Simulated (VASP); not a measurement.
Write the native input for VASP 6.6.1 that does the following.

```yaml
Task: single point
Functional: PBE
Potentials_or_basis: VASP PAW PBE potentials, release 64 (Si, F)
Cutoff: 600 eV
k_mesh: 7 × 7 × 7
Occupations: gaussian, width 0.2 eV
Spin: no spin polarisation
Dipole_correction: no
Further_INCAR_settings: ALGO = Normal; EDIFF = 1e-06; NBANDS = 12
```

The structure of SiF lies in POSCAR:

```
SiF
1.0
    3.0252684173      0.0000000000      0.0000000000
    0.0000000000      3.0252684173      0.0000000000
    0.0000000000      0.0000000000      3.0252684173
Si F
1 1
Direct
    0.0000000000      0.0000000000      0.0000000000
    0.5000000000      0.5000000000      0.5000000000
```

The cell was built from a structure type or drawn by symmetry, and may not be a known phase.

These files were run (other wordings do the same):

INCAR

```
SYSTEM = SiF
  ALGO = Normal
  EDIFF = 1E-6
  ENCUT = 600
  GGA = PE
  GGA_COMPAT = .FALSE.
  ISIF = 2
  ISMEAR = 0
  LASPH = .TRUE.
  LCHARG = .TRUE.
  LELF = .TRUE.
  LREAL = .FALSE.
  LVHAR = .TRUE.
  LWAVE = .FALSE.
  NBANDS = 12
  NELM = 120
  PREC = Accurate
  SIGMA = 0.2
```

KPOINTS

```
k-points
0
G
  7 7 7
  0 0 0
```

Potentials or basis: VASP PAW PBE potentials, release 64 (Si, F).

The run is started by

```console
$ cat potpaw_PBE.64/Si/POTCAR potpaw_PBE.64/F/POTCAR > POTCAR
$ mpirun -np 1 vasp_std > vasp.out
```

It gave:

```json
{"Pressure": "-0.2 GPa", "Band gap on the k mesh": "zero (an odd number of electrons rules out a gap without spin polarisation)"}
```

Caveat: an odd number of electrons without spin polarisation forces a metal; a magnetic or distorted state may lie lower.

Run time: 2.5 s on 1 thread of Intel(R) Xeon(R) 6975P-C (Granite Rapids) (shared host), peak memory 0.13 GiB.
